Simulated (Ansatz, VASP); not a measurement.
## Bi5O2: VASP beside Ansatz

```
Bi O
1.0
     0.00000   -3.96654    0.00000
     3.96654    0.00000    0.00000
    -1.98327    1.98327   11.21042
Bi O
5 2
Direct
  0.69327 0.69327 0.38653
  0.30673 0.30673 0.61347
  0.08687 0.08687 0.17375
  0.91313 0.91313 0.82625
  0.50000 0.50000 0.00000
  0.75000 0.25000 0.50000
  0.25000 0.75000 0.50000
```

Alike in both runs: task single point; functional PBE; k mesh 6 × 6 × 6; occupations gaussian, width 0.2 eV; no spin polarisation.

```csv
,VASP,Ansatz
version,VASP 6.6.1,Ansatz 0.2.0
potentials or method,"VASP PAW PBE potentials, release 64 (Bi_d, O), cutoff 520 eV","scalar-relativistic, plane waves, PAW"
valence electrons in the cell,87,87
```

|  | VASP | Ansatz | Ansatz less VASP |
| --- | --- | --- | --- |
| gap on the k mesh at the Fermi level (eV) | none | none | - |
| pressure (GPa) | -0.1 | -0.1 | +0.02 |
| traceless stress, the component that is largest in VASP (GPa) | 0.03 | 0.05 | +0.020 |
| rms of the force components (eV/Å) | 0.047 | 0.037 | -0.0097 |

Atom by atom the forces differ by 0.011 eV/Å (rms over components). A gap of «none» marks a metal or a gap that the smearing closes.

Spin-orbit coupling is off throughout.
